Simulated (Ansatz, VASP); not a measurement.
## Si16Ge: VASP beside Ansatz

```
CELL_PARAMETERS angstrom
0.00000 5.43000 5.43000
5.43000 0.00000 5.43000
5.43000 5.43000 0.00000
ATOMIC_POSITIONS crystal
Si 0.01170 0.96797 0.00830
Si 0.15662 0.11277 0.11664
Si 0.01615 0.99738 0.48825
Si 0.12735 0.10811 0.63685
Si 0.01178 0.51088 0.00846
Si 0.10437 0.60392 0.18702
Si 0.97821 0.47724 0.56552
Si 0.12708 0.62658 0.63663
Si 0.52067 0.02029 0.93799
Si 0.61336 0.11295 0.11669
Si 0.49771 0.99730 0.48815
Si 0.64690 0.14590 0.55950
Si 0.46843 0.51097 0.00836
Si 0.61332 0.65608 0.11653
Si 0.49800 0.51522 0.48837
Si 0.60894 0.62675 0.63672
Ge 0.81254 0.31207 0.06246
```

Alike in both runs: functional LDA; k mesh 2 × 2 × 2; occupations gaussian, width 0.05 eV; no spin polarisation.

Ansatz relaxed the structure, and its values are those at the end. VASP's run is a single point on that final structure, the one shown.

|  | VASP | Ansatz |
| --- | --- | --- |
| version | VASP 6.6.1 | Ansatz 0.2.0 |
| potentials or method | VASP PAW LDA potentials, release 64 (Si, Ge_d), cutoff 520 eV | scalar-relativistic, plane waves, PAW |
| valence electrons in the cell | 78 | 78 |

|  | VASP | Ansatz | Ansatz less VASP |
| --- | --- | --- | --- |
| rms of the force components (eV/Å) | 0.011 | 0.011 | +0.0003 |

Ansatz warns that its potentials were made for another functional, while VASP's fit it. LDA's correlation is that of Perdew and Zunger in VASP and of Perdew and Wang (1992) in Ansatz.

The k mesh is coarse, so the values compare programs but aren't converged.
